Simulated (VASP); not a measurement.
Write the native input for VASP 6.6.1 that does the following.

```yaml
Task: single point
Functional: PBE
Potentials_or_basis: VASP PAW PBE potentials, release 64 (K_sv, Cl)
Cutoff: 520 eV
k_mesh: 6 × 6 × 6
Occupations: gaussian, width 0.01 eV
Spin: no spin polarisation
Dipole_correction: no
Further_INCAR_settings: ALGO = Normal; EDIFF = 1e-07; NBANDS = 15
```

The structure of KCl (Sylvite) lies in POSCAR:

```
KCl
1.0
    0.0000000000      3.1253521154      3.1253521154
    3.1253521154      0.0000000000      3.1253521154
    3.1253521154      3.1253521154      0.0000000000
K Cl
1 1
Direct
    0.0000000000      0.0000000000      0.0000000000
    0.5000000000      0.5000000000      0.5000000000
```

One way to write it, as run:

INCAR

```
PREC = Accurate
ENCUT = 520
EDIFF = 1E-7
ISMEAR = 0
SIGMA = 0.01
LREAL = F
LASPH = T
NELM = 60
ALGO = Normal
ISIF = 2
LWAVE = F
LCHARG = F
GGA = PE
NBANDS = 15
```

KPOINTS

```
regular mesh
0
Gamma
  6 6 6
```

Potentials or basis: VASP PAW PBE potentials, release 64 (K_sv, Cl).

Command:

```console
$ cat potpaw_PBE.64/K_sv/POTCAR potpaw_PBE.64/Cl/POTCAR > POTCAR
$ mpirun -np 1 vasp_std > vasp.out
```

Results of the run:

The pressure is 1.2 GPa and the band gap on the k mesh is 5.26 eV, direct.

Run time: 17 s on 1 thread of Intel(R) Xeon(R) Platinum 8259CL CPU @ 2.50GHz (Skylake/Cascade Lake), on a shared host, peak memory 0.2 GiB.
